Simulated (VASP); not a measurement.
Here is a VASP 6.6.1 calculation.

The input INCAR:

```
PREC = Accurate ; ENCUT = 700
EDIFF = 1E-6 ; ISMEAR = -1
SIGMA = 0.05 ; LREAL = F
LASPH = T ; NELM = 200
ALGO = Normal ; ISIF = 2
LWAVE = F ; LCHARG = F
ISPIN = 2 ; MAGMOM = 4 4 0 0 0 0
LORBIT = 11 ; LMAXMIX = 4
GGA = PS ; NBANDS = 40
GGA_COMPAT = F
```

KPOINTS

```
regular mesh
0
Gamma
  6 6 9
```

File POSCAR:

```
MnO2
1.0
    4.3409460560      0.0000000000      0.0000000000
    0.0000000000      4.3409460560      0.0000000000
    0.0000000000      0.0000000000      2.8283288935
Mn O
2 4
Direct
    0.5000000000      0.5000000000      0.5000000000
    0.0000000000      0.0000000000      0.0000000000
    0.8049161500      0.1950838500      0.5000000000
    0.6950838500      0.6950838500      0.0000000000
    0.1950838500      0.8049161500      0.5000000000
    0.3049161500      0.3049161500      0.0000000000
```

Potentials or basis: VASP PAW PBE potentials, release 64 (Mn_sv, O).

The run is started by

```sh
$ cat potpaw_PBE.64/Mn_sv/POTCAR potpaw_PBE.64/O/POTCAR > POTCAR
$ mpirun -np 1 vasp_std > vasp.out
```

Question: Estimate the net moment.

Answer: 5.92 μB per cell.

Question: What does it give for the largest force?

Answer: 0.135 eV/Å.

Forces in eV/Å, atoms in the order of the input:
```
Mn   0.000  0.000  0.000
Mn   0.000  0.000  0.000
O   -0.096  0.096  0.000
O    0.096  0.096  0.000
O    0.096 -0.096  0.000
O   -0.096 -0.096  0.000
```

Caveat: the PAW data sets were made with another functional, which shifts forces and pressure a little; the run started ferromagnetic, and an antiferromagnetic order may lie lower in energy.
